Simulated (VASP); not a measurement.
Set up this calculation in VASP 6.6.1, as the native input.

| Item | Value |
| --- | --- |
| Task | single point |
| Functional | LDA |
| Potentials or basis | VASP PAW LDA potentials, release 64 (La, Te) |
| Cutoff | 500 eV |
| k mesh | 7 × 7 × 7 |
| Occupations | methfessel-paxton, width 0.15 eV |
| Spin | no spin polarisation |
| Dipole correction | no |
| Further INCAR settings | ALGO = Normal; EDIFF = 1e-06; NBANDS = 16 |

The structure of LaTe lies in POSCAR:

```
LaTe
1.0
    3.9360900000      0.0000000000      0.0000000000
    0.0000000000      3.9360900000      0.0000000000
    0.0000000000      0.0000000000      3.9360900000
La Te
1 1
Direct
    0.0000000000      0.0000000000      0.0000000000
    0.5000000000      0.5000000000      0.5000000000
```

The input as run:

INCAR

```
SYSTEM = LaTe
ALGO     = Normal         ! electronic algorithm
EDIFF    = 1E-6           ! SCF threshold, eV
ENCUT    = 500            ! plane-wave cutoff, eV
GGA_COMPAT= .FALSE.      
ISIF     = 2              ! what is computed and relaxed
ISMEAR   = 1              ! smearing method
LASPH    = .TRUE.         ! aspherical terms in the spheres
LCHARG   = .TRUE.         ! write CHGCAR
LELF     = .TRUE.         ! ELF
LMAXMIX  = 6              ! l up to which the mixer works
LREAL    = .FALSE.        ! projectors in reciprocal space
LVHAR    = .TRUE.       
LWAVE    = .FALSE.        ! write WAVECAR
NBANDS   = 16             ! bands
NELM     = 200            ! most SCF steps
PREC     = Accurate       ! precision mode
SIGMA    = 0.15           ! smearing width, eV
```

KPOINTS

```
k-points
0
G
  7 7 7
  0 0 0
```

Potentials or basis: VASP PAW LDA potentials, release 64 (La, Te).

The run is started by

```sh
$ cat potpaw_LDA.64/La/POTCAR potpaw_LDA.64/Te/POTCAR > POTCAR
$ mpirun -np 1 vasp_std > vasp.out
```

It gave:

```json
{
  "Pressure": "-4.2 GPa",
  "Band gap on the k mesh": "zero (an odd number of electrons rules out a gap without spin polarisation)"
}
```

Caveat: the cell stands under tension; spin-orbit coupling is left out, which moves the levels of the heavy elements.

It took 13 s on 1 thread of AMD EPYC 7R13 Processor (Zen 3) (shared host), peak memory 0.14 GiB.
